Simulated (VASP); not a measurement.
Crystal: BiOs.

```
Os Bi
1.0
     0.00000    2.79585    2.79585
     2.79585    0.00000    2.79585
     2.79585    2.79585    0.00000
Os Bi
1 1
Direct
  0.50000 0.50000 0.50000
  0.00000 0.00000 0.00000
```

Base run:

- Program: VASP 6.6.1
- Functional: PBE
- Potentials or basis: VASP PAW PBE potentials, release 64 (Os, Bi_d)
- Cutoff: 520 eV
- k mesh: 10 × 10 × 10
- Occupations: tetrahedron
- Spin: no spin polarisation

Its results: band gap on the k mesh zero (an odd number of electrons rules out a gap without spin polarisation); pressure 0.5 GPa.

Question: The run is repeated on the same cell with these changes: occupations from tetrahedron to gaussian, width 0.05 eV; further incar settings from ALGO = Normal; EDIFF = 1e-07; NBANDS = 18 to ALGO = Fast; EDIFF = 1e-06; NBANDS = 18. What comes out?

Answer: Band gap on the k mesh zero (an odd number of electrons rules out a gap without spin polarisation); pressure 0.1 GPa.

Caveats: spin-orbit coupling is left out, which moves the levels of the heavy elements; tetrahedron occupations give inexact forces and stress in metals (at least some runs).
